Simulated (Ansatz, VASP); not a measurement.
Ge in VASP and in Ansatz

```
Ge
1.0
     6.00052    0.00000    0.00000
     0.00000    4.04237    0.00000
     0.00000    0.00000    5.76349
Ge
6
Direct
  0.46098 0.50000 0.21637
  0.53902 0.50000 0.78363
  0.96098 0.50000 0.78363
  0.03902 0.50000 0.21637
  0.00000 0.00000 0.50000
  0.50000 0.00000 0.50000
```

Alike in both runs: functional PBE; k mesh 4 × 6 × 4; occupations gaussian, width 0.1 eV; no spin polarisation.

Ansatz relaxed the structure, and its values are those at the end. VASP's run is a single point on that final structure, the one shown.

|  | VASP | Ansatz |
| --- | --- | --- |
| version | VASP 6.6.1 | Ansatz 0.2.0 |
| potentials or method | VASP PAW PBE potentials, release 64 (Ge_d), cutoff 520 eV | scalar-relativistic, plane waves, PAW |
| valence electrons in the cell | 84 | 84 |

|  | VASP | Ansatz | Ansatz less VASP |
| --- | --- | --- | --- |
| gap on the k mesh at the Fermi level (eV) | none | none | - |
| pressure (GPa) | 0.1 | 0.1 | -0.02 |
| rms of the force components (eV/Å) | 0.017 | 0.017 | +0.0003 |

A gap of «none» marks a metal or a gap that the smearing closes. The functional is the same, so the differences come from potentials, cutoffs and numerics.
